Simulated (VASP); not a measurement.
Runs of VASP 6.6.1 on Re. The structure is that of space group P6_3/mmc (No. 194), or close to it. The cells are those of the table. 

| task | cell | k mesh | cutoff (eV) | gap on the mesh (eV) | pressure (GPa) |
| --- | --- | --- | --- | --- | --- |
| single point | a = 2.750, b = 2.750, c = 4.443 Å, angles 90.0, 90.0, 120.0°, 2 atoms | 18 × 18 × 10 | 520 | none | 0.0 |
| single point | a = 2.751, b = 2.751, c = 4.492 Å, angles 90.0, 90.0, 120.0°, 2 atoms | 6 × 6 × 4 | 520 | none | (a) |
| relaxation of cell and atoms | relaxed from a = 2.751, b = 2.751, c = 4.492 Å, angles 90.0, 90.0, 120.0°, 2 atoms | 18 × 18 × 10 | 600 | none | 0.0 |
| single point | a = 2.750, b = 2.750, c = 4.443 Å, angles 90.0, 90.0, 120.0°, 2 atoms | 30 × 30 × 20 | 520 | none | 0.1 |

Alike in all rows: level PBEsol; potentials or basis VASP PAW PBE potentials, release 64 (Re); no spin polarisation; smearing gaussian 0.1 eV.

Task: Estimate the missing entries.

Result: (a) -3.8.

Caveats: some runs use coarse meshes; the PAW data sets were made with another functional, which shifts forces and pressure a little; spin-orbit coupling is left out, which moves the levels of the heavy elements.

A k mesh can miss the band edges, and the runs leave out spin-orbit coupling on Re.

A gap of «none» marks levels without a gap at the run's occupations.
